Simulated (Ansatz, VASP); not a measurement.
# SnSe: VASP beside Ansatz

```
CELL_PARAMETERS angstrom
4.28533 0.00000 0.00000
0.00000 4.28533 0.00000
0.00000 0.00000 10.99069
ATOMIC_POSITIONS crystal
Sn 0.00000 0.50000 0.62777
Sn 0.50000 0.00000 0.37223
Se 0.00000 0.50000 0.38396
Se 0.50000 0.00000 0.61604
```

Alike in both runs: task single point; functional PBE-based screened hybrid with a share of 0.3 of exact exchange and HFSCREEN = 0.2; k mesh 3 × 3 × 2; occupations fermi-dirac, width 0.05 eV; no spin polarisation.

```csv
,VASP,Ansatz
version,VASP 6.6.1,Ansatz 0.2.0
potentials or method,"VASP PAW PBE potentials, release 64 (Sn_d, Se)",Ansatz PAW
plane-wave cutoff (eV),520,420
valence electrons in the cell,40,60
```

|  | VASP | Ansatz | Ansatz less VASP |
| --- | --- | --- | --- |
| gap on the k mesh at the Fermi level (eV) | 2.14 | 2.13 | -0.010 |
| least direct gap on the mesh (eV) | 2.14 | 2.13 | -0.010 |
| rms of the force components (eV/Å) | 0.123 | 0.123 | +0.0002 |

VASP's potentials were made for PBE, not for PBE-based screened hybrid. Atom by atom the forces differ by 0.000 eV/Å (rms over components). With one functional, cell and mesh, what is left measures potentials, basis and numerics. VASP's potentials hold 40 valence electrons a cell and Ansatz's 60, so a difference there can come from the potentials and not from the codes.

The k mesh is coarse, so the values compare programs but aren't converged. Noted on Ansatz's run: odd divisions of the mesh miss points on the zone boundary, where band edges often lie, so the gap on the mesh can be too wide.
